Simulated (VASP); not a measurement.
# MgO (I4/mmm) in VASP: a series of runs, part 2 of 2

VASP 6.6.1. The steps go on from the part before.

**3. Dielectric tensor, r2SCAN (epitaxial xy strain -1.0%)**

Contents of INCAR:

```
SYSTEM = MgO
  PREC = Accurate
  ENCUT = 520
  EDIFF = 1E-8
  ISMEAR = 0
  SIGMA = 0.01
  LREAL = .False.
  LASPH = .True.
  NELM = 80
  ALGO = Normal
  ISIF = 2
  LWAVE = .False.
  LCHARG = .False.
  METAGGA = R2SCAN
  LMIXTAU = .True.
  LCALCEPS = .True.
```

Contents of KPOINTS:

```
Automatic mesh
0
Gamma
  8 8 8
  0 0 0
```

Contents of POSCAR:

```
MgO
1.0
    0.0000000000      2.0811457413      2.1154270457
    2.0811457413      0.0000000000      2.1154270457
    2.0811457413      2.0811457413      0.0000000000
Mg O
1 1
Direct
    0.0000000000      0.0000000000      0.0000000000
    0.5000000000      0.5000000000      0.5000000000
```

Potentials or basis: VASP PAW PBE potentials, release 64 (Mg, O).

Run with:

```
$ cat potpaw_PBE.64/Mg/POTCAR potpaw_PBE.64/O/POTCAR > POTCAR
$ mpirun -np 1 vasp_std > vasp.out
```

OUTCAR:

```text
SYSTEM = MgO
   PREC = Accurate
   ENCUT = 520
   EDIFF = 1E-8
   ISMEAR = 0
   LREAL = .False.
   LASPH = .True.
   NELM = 80
   ISIF = 2
   METAGGA = R2SCAN

 ion  position               nearest neighbor table
   1  0.000  0.000  0.000-   2 2.08   2 2.08   2 2.08   2 2.08   2 2.12   2 2.12
   2  0.500  0.500  0.500-   1 2.08   1 2.08   1 2.08   1 2.08   1 2.12   1 2.12

  LATTYP: Found a body centered tetragonal cell.
 ALAT       =     2.9431845326
 C/A-ratio  =     1.4375089447

  Lattice vectors:

 A1 = (  -2.0811457413,   0.0000000000,   2.1154270457)
 A2 = (   2.0811457413,   0.0000000000,   2.1154270457)
 A3 = (   0.0000000000,   2.0811457413,  -2.1154270457)

Analysis of symmetry for initial positions (statically):
=====================================================================
 Subroutine PRICEL returns:
 Original cell was already a primitive cell.

 Routine SETGRP: Setting up the symmetry group for a
 body centered tetragonal supercell.

 Subroutine GETGRP returns: Found 16 space group operations
[... 462 lines left out ...]
 PIEZOELECTRIC TENSOR (including local field effects) (C/m^2)
          XX          YY          ZZ          XY          YZ          ZX
  --------------------------------------------------------------------------------
  x     0.00000     0.00000     0.00000     0.00000     0.00000     0.00000
  y     0.00000     0.00000     0.00000     0.00000     0.00000     0.00000
  z     0.00000     0.00000     0.00000     0.00000     0.00000     0.00000

 BORN EFFECTIVE CHARGES (including local field effects) (in |e|, cummulative output)
 ---------------------------------------------------------------------------------
 ion    1
    1     1.92895     0.00000     0.00000
    2    -0.00000     1.92895     0.00000
    3     0.00000     0.00000     1.94570
 ion    2
    1    -1.92895    -0.00000     0.00000
    2    -0.00000    -1.92895     0.00000
    3     0.00000     0.00000    -1.94570

  FORCE on cell =-STRESS in cart. coord.  units (eV):
  Direction    XX          YY          ZZ          XY          YZ          ZX
  --------------------------------------------------------------------------------------
  -------------------------------------------------------------------------------------
  Total        0.2925412      0.2925412     -0.1318118      0.0000000     -0.0000000      0.0000000
  in kB       25.5778847     25.5778847    -11.5247598      0.0000000     -0.0000000      0.0000000
  external PRESSURE =      13.2103365 kB  Pullay stress =       0.0000000 kB

 VOLUME and BASIS-vectors are now :
 -----------------------------------------------------------------------------
  energy-cutoff  :      520.00
  volume of cell :       18.32
      direct lattice vectors                 reciprocal lattice vectors
     0.000000000  2.081145741  2.115427046    -0.240252276  0.240252276  0.236358895
     2.081145741  0.000000000  2.115427046     0.240252276 -0.240252276  0.236358895
     2.081145741  2.081145741  0.000000000     0.240252276  0.240252276 -0.236358895

 POSITION                                       TOTAL-FORCE (eV/Angst)
 -----------------------------------------------------------------------------------
      0.00000      0.00000      0.00000         0.000000     -0.000000      0.000000
      2.08115      2.08115      2.11543        -0.000000      0.000000     -0.000000
 -----------------------------------------------------------------------------------
    total drift:                               -0.000000     -0.000000      0.000000

  FREE ENERGIE OF THE ION-ELECTRON SYSTEM (eV)
  ---------------------------------------------------
  free  energy   TOTEN  =       -16.1583247359 eV

  energy  without entropy=      -16.1583247359  energy(sigma->0) =      -16.15832474
```

OSZICAR:

```text
N       E                     dE             d eps       ncg     rms          rms(c)
DAV:   1     0.663868897291E+01    0.66387E+01   -0.51018E+03  1120   0.910E+02
DAV:   2    -0.195201690633E+02   -0.26159E+02   -0.25106E+02  1144   0.147E+02
DAV:   3    -0.198323991330E+02   -0.31223E+00   -0.31223E+00  1208   0.178E+01
[... 12 lines left out ...]
DMP:   6    -0.161583245226E+02   -0.20282E-06   -0.22148E-06  1200   0.456E-06   0.189E-06
DMP:   7    -0.161583246495E+02   -0.12689E-06   -0.86354E-07  1200   0.174E-06   0.806E-07
DMP:   8    -0.161583246886E+02   -0.39125E-07   -0.35194E-07  1200   0.989E-07  -0.210E-07
DMP:   9    -0.161583247066E+02   -0.18068E-07   -0.29649E-07  1200   0.732E-07   0.174E-08
DMP:  10    -0.161583247261E+02   -0.19482E-07   -0.17703E-07  1200   0.323E-07   0.230E-07
DMP:  11    -0.161583247359E+02   -0.97759E-08   -0.48415E-08  1200   0.968E-08   0.466E-08
   1 F= -.16158325E+02 E0= -.16158325E+02  d E =-.477176E-16
```

stdout:

```text
POSCAR found type information on POSCAR MgO
 POSCAR found :  2 types and       2 ions
 scaLAPACK will be used
 -----------------------------------------------------------------------------
[... 86 lines left out ...]
 p_tot=( -0.125E+02 -0.125E+02 -0.127E+02 )
dp_tot=(  0.805E-07  0.768E-07  0.193E-02 )  diag[e(oo)]=(    ---      ---    2.90556 )
 p_tot=( -0.125E+02 -0.125E+02 -0.127E+02 )
dp_tot=(  0.826E-07  0.788E-07  0.193E-02 )  diag[e(oo)]=(    ---      ---    2.90749 )
 p_tot=( -0.125E+02 -0.125E+02 -0.127E+02 )
dp_tot=(  0.848E-07  0.809E-07  0.195E-02 )  diag[e(oo)]=(    ---      ---    2.92196 )
 final diagonalization full
 p_tot=( -0.125E+02 -0.125E+02 -0.127E+02 )
dp_tot=(  0.856E-07  0.817E-07  0.196E-02 )  diag[e(oo)]=(    ---      ---    2.93439 )
```

Wall time 15 min (1 thread of AMD EPYC 9R45 (Zen 5), shared host); peak memory 0.28 GiB.

What came out:

```
Band gap on the k mesh                  : 5.78 eV
Electronic dielectric tensor (diagonal) : 2.90, 2.90, 2.93
Born charges (mean of the diagonal)     : Mg +1.93; O -1.93 e
```

Electronic dielectric tensor:
```
2.90 0.00 0.00
0.00 2.90 0.00
0.00 0.00 2.93
```

Born effective charge tensors (e):
atom 1, Mg
```
1.93 0.00 0.00
0.00 1.93 0.00
0.00 0.00 1.95
```
atom 2, O
```
-1.93  0.00  0.00
 0.00 -1.93  0.00
 0.00  0.00 -1.95
```

Dipole moments of the cell (e·Å, modulo the quantum): ionic -12.487, -12.487, -12.693; electronic 0.000, 0.000, 0.002

Caveat: the cell differs from its parent crystal (epitaxial xy strain -1.0%); the PAW data sets were made with another functional, which shifts forces and pressure a little.

**4. Dielectric tensor, r2SCAN (epitaxial xy strain +1.0%)**

Contents of INCAR:

```
ALGO = Normal
EDIFF = 1E-8
ENCUT = 520
ISIF = 2
ISMEAR = 0
LASPH = True
LCALCEPS = True
LCHARG = False
LMIXTAU = True
LREAL = False
LWAVE = False
METAGGA = R2SCAN
NELM = 100
PREC = Accurate
SIGMA = 0.01
```

Contents of KPOINTS:

```
k-points
0
Gamma
  8 8 8
```

Contents of POSCAR:

```
MgO
1.0
    0.0000000000      2.1231890896      2.0897899895
    2.1231890896      0.0000000000      2.0897899895
    2.1231890896      2.1231890896      0.0000000000
Mg O
1 1
Direct
    0.0000000000      0.0000000000      0.0000000000
    0.5000000000      0.5000000000      0.5000000000
```

Potentials or basis: VASP PAW PBE potentials, release 64 (Mg, O).

Run with:

```
$ cat potpaw_PBE.64/Mg/POTCAR potpaw_PBE.64/O/POTCAR > POTCAR
$ mpirun -np 1 vasp_std > vasp.out
```

OUTCAR:

```text
EDIFF = 1E-8
   ENCUT = 520
   ISIF = 2
   ISMEAR = 0
   LASPH = True
   LREAL = False
   METAGGA = R2SCAN
   NELM = 100
   PREC = Accurate

 ion  position               nearest neighbor table
   1  0.000  0.000  0.000-   2 2.09   2 2.09   2 2.12   2 2.12   2 2.12   2 2.12
   2  0.500  0.500  0.500-   1 2.09   1 2.09   1 2.12   1 2.12   1 2.12   1 2.12

  LATTYP: Found a body centered tetragonal cell.
 ALAT       =     3.0026428060
 C/A-ratio  =     1.3919670933

  Lattice vectors:

 A1 = (   0.0000000000,  -2.1231890896,  -2.0897899895)
 A2 = (   0.0000000000,   2.1231890896,  -2.0897899895)
 A3 = (   2.1231890896,   0.0000000000,   2.0897899895)

Analysis of symmetry for initial positions (statically):
=====================================================================
 Subroutine PRICEL returns:
 Original cell was already a primitive cell.

 Routine SETGRP: Setting up the symmetry group for a
 body centered tetragonal supercell.

 Subroutine GETGRP returns: Found 16 space group operations
 (whereof 16 operations were pure point group operations)
 out of a pool of 16 trial point group operations.

The static configuration has the point symmetry D_4h.

Analysis of symmetry for dynamics (positions and initial velocities):
=====================================================================
 Subroutine PRICEL returns:
 Original cell was already a primitive cell.

 Routine SETGRP: Setting up the symmetry group for a
 body centered tetragonal supercell.

 Subroutine GETGRP returns: Found 16 space group operations
 (whereof 16 operations were pure point group operations)
 out of a pool of 16 trial point group operations.

The dynamic configuration has the point symmetry D_4h.

 Subroutine INISYM returns: Found 16 space group operations
 (whereof 16 operations are pure point group operations),
 and found     1 'primitive' translations

----------------------------------------------------------------------------------------

                                     Primitive cell

  volume of cell :      18.8413

  direct lattice vectors                    reciprocal lattice vectors
     0.000000000  2.123189090  2.089789989    -0.235494805  0.235494805  0.239258491
     2.123189090  0.000000000  2.089789989     0.235494805 -0.235494805  0.239258491
     2.123189090  2.123189090  0.000000000     0.235494805  0.235494805 -0.239258491

  length of vectors
     2.979119687  2.979119687  3.002642806     0.410073447  0.410073447  0.410073447

  position of ions in fractional coordinates (direct lattice)
     0.000000000  0.000000000  0.000000000
     0.500000000  0.500000000  0.500000000

  ion indices of the primitive-cell ions
   primitive index   ion index
                 1           1
                 2           2

----------------------------------------------------------------------------------------

 KPOINTS: k-points

Automatic generation of k-mesh.
 Grid dimensions read from file:
 generate k-points for:    8    8    8

 Generating k-lattice:

  Cartesian coordinates                     Fractional coordinates (reciprocal lattice)
    -0.029436851  0.029436851  0.029907311     0.125000000  0.000000000  0.000000000
[... 79 lines left out ...]
     AMIX_MAG =   1.60;   BMIX_MAG =  1.00
  volume/ion in A,a.u.               =       9.42        63.57
  Fermi-wavevector in a.u.,A,eV,Ry     =   1.230462  2.325236 20.599716  1.514036
  Thomas-Fermi vector in A             =   2.365310
   LORBIT       =      0    0 simple, 1 ext, 2 COOP (PROOUT), +10 PAW based schemes
   METAGGA = R2SCAN    functional components
   LHFCALC =     F    Hartree Fock is set to
   AEXX    =    0.0000 exact exchange contribution
   IVDW    =     0    specifies the selected vdW correction
   LEPSILON=     F    determine dielectric tensor
   LRPA    =     F    only Hartree local field effects (RPA)
   LRPA       =     F
 non-spin polarized calculation
 Gauss-broadening in eV      SIGMA  =   0.01
  energy-cutoff  :      520.00
  volume of cell :       18.84
 maximum number of plane-waves:       531
 NGX is ok and might be reduce to    24
   NGX = 11   NGY = 11   NGZ = 11

 Total electronic dipole moment: p[elc]=(    -0.00000    -0.00000    -0.00000 ) |e| Angst

 number of electron       8.0000005 magnetization

 Free energy of the ion-electron system (eV)
  ---------------------------------------------------
  ext. energy  EPLUGINS =         0.00000000
  ---------------------------------------------------
  free energy    TOTEN  =       -16.15577346 eV

  energy without entropy =      -16.15577346  energy(sigma->0) =      -16.15577346

 E-fermi :   2.7762     XC(G=0): -11.5510

 val. band max:        2.7254777848   @ k =   0.0000   0.0000   0.0000
 cond. band min:   10000.0000000000   @ k =   0.0000   0.0000   0.0000
 fundamental gap:   9997.2745222152
 Fermi energy:         2.7762020304

 k-point     1 :       0.0000    0.0000    0.0000
  band No.  band energies     occupation
      1     -15.4444      2.00000
      2       2.6886      2.00000
      3       2.7255      2.00000
      4       2.7255      2.00000
      5   10000.0000      0.00000
      6   10000.0000      0.00000
      7   10000.0000      0.00000
      8   10000.0000      0.00000
[... 243 lines left out ...]
 k-point    24 :       0.3750    0.0000    0.1250
  band No.  band energies     occupation
      1     -14.4848      2.00000
      2      -0.8332      2.00000
      3       1.8527      2.00000
      4       2.0199      2.00000
      5   10000.0000      0.00000
      6   10000.0000      0.00000
      7   10000.0000      0.00000
      8   10000.0000      0.00000

 [... further k-points ...]

------------------------ aborting loop because EDIFF is reached ----------------------------------------

            Ionic dipole moment: p[ion]=(   -12.73913   -12.73913   -12.53874 ) |e| Angst

 Total electronic dipole moment: p[elc]=(     0.00000     0.00000     0.00200 ) |e| Angst

 MACROSCOPIC STATIC DIELECTRIC TENSOR (including local field effects)
 ------------------------------------------------------
           2.952758     0.000000     0.000000
           0.000000     2.952758     0.000000
          -0.000000    -0.000000     2.918016
 ------------------------------------------------------

 PIEZOELECTRIC TENSOR (including local field effects) (e Angst)
          XX          YY          ZZ          XY          YZ          ZX
  --------------------------------------------------------------------------------
  x     0.00000     0.00000     0.00000     0.00000     0.00000     0.00000
  y     0.00000     0.00000     0.00000     0.00000     0.00000     0.00000
  z     0.00000     0.00000     0.00000     0.00000     0.00000     0.00000

 PIEZOELECTRIC TENSOR (including local field effects) (C/m^2)
          XX          YY          ZZ          XY          YZ          ZX
  --------------------------------------------------------------------------------
  x     0.00000     0.00000     0.00000     0.00000     0.00000     0.00000
  y     0.00000     0.00000     0.00000     0.00000     0.00000     0.00000
  z     0.00000     0.00000     0.00000     0.00000     0.00000     0.00000

 BORN EFFECTIVE CHARGES (including local field effects) (in |e|, cummulative output)
 ---------------------------------------------------------------------------------
 ion    1
    1     1.97241     0.00000     0.00000
    2    -0.00000     1.97241     0.00000
    3     0.00000     0.00000     1.95632
 ion    2
    1    -1.97241    -0.00000    -0.00000
    2     0.00000    -1.97241     0.00000
    3     0.00000     0.00000    -1.95632

  FORCE on cell =-STRESS in cart. coord.  units (eV):
  Direction    XX          YY          ZZ          XY          YZ          ZX
  --------------------------------------------------------------------------------------
  -------------------------------------------------------------------------------------
  Total       -0.5166874     -0.5166874     -0.1353759      0.0000000     -0.0000000     -0.0000000
  in kB      -43.9368018    -43.9368018    -11.5117677      0.0000000     -0.0000000     -0.0000000
  external PRESSURE =     -33.1284571 kB  Pullay stress =       0.0000000 kB

 VOLUME and BASIS-vectors are now :
 -----------------------------------------------------------------------------
  energy-cutoff  :      520.00
  volume of cell :       18.84
      direct lattice vectors                 reciprocal lattice vectors
     0.000000000  2.123189090  2.089789989    -0.235494805  0.235494805  0.239258491
     2.123189090  0.000000000  2.089789989     0.235494805 -0.235494805  0.239258491
     2.123189090  2.123189090  0.000000000     0.235494805  0.235494805 -0.239258491

 POSITION                                       TOTAL-FORCE (eV/Angst)
 -----------------------------------------------------------------------------------
      0.00000      0.00000      0.00000         0.000000     -0.000000      0.000000
      2.12319      2.12319      2.08979        -0.000000      0.000000     -0.000000
 -----------------------------------------------------------------------------------
    total drift:                               -0.000000     -0.000000      0.000000

  FREE ENERGIE OF THE ION-ELECTRON SYSTEM (eV)
  ---------------------------------------------------
  free  energy   TOTEN  =       -16.1557734563 eV

  energy  without entropy=      -16.1557734563  energy(sigma->0) =      -16.15577346
```

OSZICAR:

```text
N       E                     dE             d eps       ncg     rms          rms(c)
DAV:   1     0.330646121164E+01    0.33065E+01   -0.49402E+03  1152   0.903E+02
DAV:   2    -0.195464016139E+02   -0.22853E+02   -0.22008E+02  1168   0.139E+02
DAV:   3    -0.198494909467E+02   -0.30309E+00   -0.30309E+00  1256   0.169E+01
[... 13 lines left out ...]
DMP:   8    -0.161557734064E+02   -0.39437E-07   -0.36358E-07  1200   0.102E-06  -0.207E-07
DMP:   9    -0.161557734249E+02   -0.18570E-07   -0.30135E-07  1200   0.744E-07   0.187E-08
DMP:  10    -0.161557734446E+02   -0.19697E-07   -0.18088E-07  1200   0.332E-07   0.232E-07
DMP:  11    -0.161557734547E+02   -0.10029E-07   -0.50407E-08  1200   0.100E-07   0.496E-08
DMP:  12    -0.161557734563E+02   -0.15979E-08   -0.20518E-08  1200   0.750E-08  -0.457E-08
   1 F= -.16155773E+02 E0= -.16155773E+02  d E =-.147476E-15
```

stdout:

```text
POSCAR found type information on POSCAR MgO
 POSCAR found :  2 types and       2 ions
 scaLAPACK will be used
 -----------------------------------------------------------------------------
[... 92 lines left out ...]
 p_tot=( -0.127E+02 -0.127E+02 -0.125E+02 )
dp_tot=(  0.135E-06  0.129E-06  0.197E-02 )  diag[e(oo)]=(    ---      ---    2.88846 )
 p_tot=( -0.127E+02 -0.127E+02 -0.125E+02 )
dp_tot=(  0.137E-06  0.131E-06  0.198E-02 )  diag[e(oo)]=(    ---      ---    2.90187 )
 p_tot=( -0.127E+02 -0.127E+02 -0.125E+02 )
dp_tot=(  0.138E-06  0.132E-06  0.199E-02 )  diag[e(oo)]=(    ---      ---    2.91301 )
 final diagonalization full
 p_tot=( -0.127E+02 -0.127E+02 -0.125E+02 )
dp_tot=(  0.137E-06  0.132E-06  0.200E-02 )  diag[e(oo)]=(    ---      ---    2.91802 )
```

Run time: 16 min. Hardware: 1 thread of AMD EPYC 9R45 (Zen 5), shared host; peak memory 0.28 GiB.

What came out:

```yaml
Band_gap_on_the_k_mesh: 5.50 eV
Electronic_dielectric_tensor_diagonal: 2.95, 2.95, 2.92
Born_charges_mean_of_the_diagonal: Mg +1.97; O -1.97 e
```

Levels at points of the mesh, in eV from the valence-band top:
| k point | band 1 | band 2 | band 3 | band 4 | band 5 | band 6 | band 7 | band 8 |
| --- | --- | --- | --- | --- | --- | --- | --- | --- |
| (0.00, 0.00, 0.00) | -18.17 | -0.04 | 0.00 | 0.00 | 5.50 | 16.72 | 16.72 | 16.89 |
| (0.50, 0.00, 0.00) | -16.94 | -4.58 | -0.69 | -0.66 | 8.73 | 13.69 | 17.14 | 17.51 |
| (0.50, 0.50, 0.00) | -16.67 | -4.04 | -1.42 | -1.42 | 9.89 | 10.94 | 14.32 | 20.10 |
| (0.50, 0.00, 0.50) | -16.71 | -4.10 | -1.40 | -1.30 | 10.07 | 10.96 | 14.11 | 20.13 |

Electronic dielectric tensor:
```
2.95 0.00 0.00
0.00 2.95 0.00
0.00 0.00 2.92
```

Born effective charge tensors (e):
atom 1, Mg
```
1.97 0.00 0.00
0.00 1.97 0.00
0.00 0.00 1.96
```
atom 2, O
```
-1.97  0.00  0.00
 0.00 -1.97  0.00
 0.00  0.00 -1.96
```

Dipole moments of the cell (e·Å, modulo the quantum): ionic -12.739, -12.739, -12.539; electronic 0.000, 0.000, 0.002

Caveat: the cell differs from its parent crystal (epitaxial xy strain +1.0%); the PAW data sets were made with another functional, which shifts forces and pressure a little.

**5. Summary**

| cell | gap on the mesh (eV) |
| --- | --- |
| a = 2.963, b = 2.963, c = 2.913 Å, angles 60.5, 60.5, 58.9°, 2 atoms | 5.89 |
| a = 2.968, b = 2.968, c = 2.943 Å, angles 60.3, 60.3, 59.5°, 2 atoms | 5.78 |
| a = 2.979, b = 2.979, c = 3.003 Å, angles 59.7, 59.7, 60.5°, 2 atoms | 5.50 |

Alike in all rows: task dielectric tensor; level r2SCAN; potentials or basis VASP PAW PBE potentials, release 64 (Mg, O); no spin polarisation; k mesh 8 × 8 × 8; cutoff (eV) 520; smearing gaussian 0.01 eV.

Caveats: the PAW data sets were made with another functional, which shifts forces and pressure a little.

Absolute energies hang on the potentials; compare differences alone.
